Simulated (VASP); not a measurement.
K2Pt, 3 atoms in the cell. Symmetry: Fm-3m, No. 225, cubic system. The conventional cell has a = 6.003 Å, b = 6.003 Å, c = 6.003 Å, α = 90.00°, β = 90.00°, γ = 90.00°. K (site symmetry -43m) has 4 Pt at 2.60 Å and 6 K at 3.00 Å within 3.4 Å. Pt (site symmetry m-3m) has 8 K at 2.60 Å within 3.4 Å. 

| Quantity | Value |
| --- | --- |
| Program | VASP 6.6.1 |
| Task | single point |
| Functional | PBEsol |
| Potentials or basis | VASP PAW PBE potentials, release 64 (K_sv, Pt) |
| Cutoff | 520 eV |
| k mesh | 7 × 7 × 7 |
| Occupations | fermi-dirac, width 0.03 eV |
| Spin | no spin polarisation |
| Dipole correction | no |
| Further INCAR settings | ALGO = Normal; EDIFF = 1e-06; NBANDS = 21 |

Potentials or basis: VASP PAW PBE potentials, release 64 (K_sv, Pt).

Launch:

```console
$ cat potpaw_PBE.64/K_sv/POTCAR potpaw_PBE.64/Pt/POTCAR > POTCAR
$ mpirun -np 1 vasp_std > vasp.out
```

Hardware: 1 thread of Intel(R) Xeon(R) Platinum 8259CL CPU @ 2.50GHz (Skylake/Cascade Lake) (shared host).

Task: Estimate the wall time of this run.

Result: Run time: 20 s on 1 thread of Intel(R) Xeon(R) Platinum 8259CL CPU @ 2.50GHz (Skylake/Cascade Lake), on a shared host, peak memory 0.18 GiB. Counts: scf iterations 14, k points 20.
